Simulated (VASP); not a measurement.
Input of a VASP 6.6.1 run:

INCAR

```
SYSTEM = TmB3Au
  PREC = Accurate
  ENCUT = 500
  EDIFF = 1E-7
  ISMEAR = 0
  SIGMA = 0.1
  LREAL = .False.
  LASPH = .True.
  NELM = 200
  ALGO = Normal
  ISIF = 3
  LWAVE = .False.
  LCHARG = .False.
  GGA = PE
  IBRION = 2
  NSW = 100
  EDIFFG = -0.01
  GGA_COMPAT = .False.
  NELMIN = 4
  LMAXMIX = 6
```

The input KPOINTS:

```
regular mesh
0
Gamma
  12 12 12
  0 0 0
```

The input POSCAR:

```
TmB3Au
1.0
    2.6593778515      1.5353925184      2.7053397052
   -2.6593778515      1.5353925184      2.7053397052
    0.0000000000     -3.0707850369      2.7053397052
Tm B Au
1 3 1
Direct
    0.0283029524      0.0283029524      0.0283029524
    0.8975322758      0.5847043018      0.5847043018
    0.5847043018      0.5847043018      0.8975322758
    0.5847043018      0.8975322758      0.5847043018
    0.4023315017      0.4023315017      0.4023315017
```

Potentials or basis: VASP PAW PBE potentials, release 64 (Tm_3, B, Au), 4f in core.

Run with:

```console
$ cat potpaw_PBE.64/Tm_3/POTCAR potpaw_PBE.64/B/POTCAR potpaw_PBE.64/Au/POTCAR > POTCAR
$ mpirun -np 1 vasp_std > vasp.out
```

Task: Estimate the band gap on the k mesh.

Result: Zero (an odd number of electrons rules out a gap without spin polarisation).

Task: Predict the relaxed volume.

Result: 13.29 Å³/atom.

Task: Predict the space group after relaxing (to 0.1 Å).

Result: R3m (No. 160).

Task: Predict the relaxed cell.

Result: a = 4.096 Å, b = 4.096 Å, c = 4.096 Å, α = 81.01°, β = 81.01°, γ = 81.01°.

Step by step:
| step | energy change (eV) | largest force (eV/Å) | pressure (GPa) | volume (Å³) |
| --- | --- | --- | --- | --- |
| 1 | 0.0000 | 0.2205 | 0.08 | 66.28 |
| 2 | 0.0006 | 0.2754 | 0.52 | 66.34 |
| 3 | -0.0017 | 0.0147 | 0.27 | 66.31 |
| 4 | -0.0018 | 0.0084 | -0.17 | 66.50 |
| 5 | -0.0018 | 0.0108 | 0.00 | 66.43 |
| 6 | -0.0018 | 0.0107 | -0.01 | 66.43 |
| 7 | -0.0018 | 0.0093 | -0.01 | 66.45 |

Caveat: spin-orbit coupling is left out, which moves the levels of the heavy elements; the 4f electrons are frozen in the core, so they carry no moment and show no levels; an odd number of electrons without spin polarisation forces a metal; a magnetic or distorted state may lie lower. Spin polarisation is off, so any magnetic state and its effect on volume and gap are missing.
